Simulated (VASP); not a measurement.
Wanted: the native input for a VASP 6.6.1 run.

- Task: single point
- Functional: PBE
- Potentials or basis: VASP PAW PBE potentials, release 64 (Ta_pv, Sn_d)
- Cutoff: 520 eV
- k mesh: 6 × 6 × 4
- Occupations: gaussian, width 0.1 eV
- Spin: no spin polarisation
- Dipole correction: no
- Further INCAR settings: ALGO = Normal; EDIFF = 1e-06; NBANDS = 33

The structure of TaSn lies in POSCAR:

```
TaSn
1.0
    4.2107530800      0.0000000000      0.0000000000
   -2.1053765400      3.6466191400      0.0000000000
    0.0000000000      0.0000000000      5.3800835500
Ta Sn
2 2
Direct
    0.3333333300      0.6666666700      0.2500000000
    0.6666666700      0.3333333300      0.7500000000
    0.0000000000      0.0000000000      0.0000000000
    0.0000000000      0.0000000000      0.5000000000
```

One way to write it, as run:

INCAR

```
SYSTEM = TaSn
PREC = Accurate
ENCUT = 520
EDIFF = 1E-6
ISMEAR = 0
SIGMA = 0.1
LREAL = .FALSE.
LASPH = .TRUE.
NELM = 60
ALGO = Normal
ISIF = 2
LWAVE = .FALSE.
LCHARG = .TRUE.
GGA = PE
LELF = .TRUE.
LVHAR = .TRUE.
NBANDS = 33
```

KPOINTS

```
Automatic mesh
0
G
  6 6 4
  0 0 0
```

Potentials or basis: VASP PAW PBE potentials, release 64 (Ta_pv, Sn_d).

Launch:

```sh
$ cat potpaw_PBE.64/Ta_pv/POTCAR potpaw_PBE.64/Sn_d/POTCAR > POTCAR
$ mpirun -np 1 vasp_std > vasp.out
```

Results of the run:

```yaml
Pressure: 14.5 GPa
Band_gap_on_the_k_mesh: zero (band 25 reaches 9.26 eV, above the bottom of band 26 at 7.90 eV)
```

Caveat: spin-orbit coupling is left out, which moves the levels of the heavy elements.

It took 49 s on 1 thread of Intel(R) Xeon(R) Platinum 8375C CPU @ 2.90GHz (Ice Lake), on a shared host, peak memory 0.21 GiB.
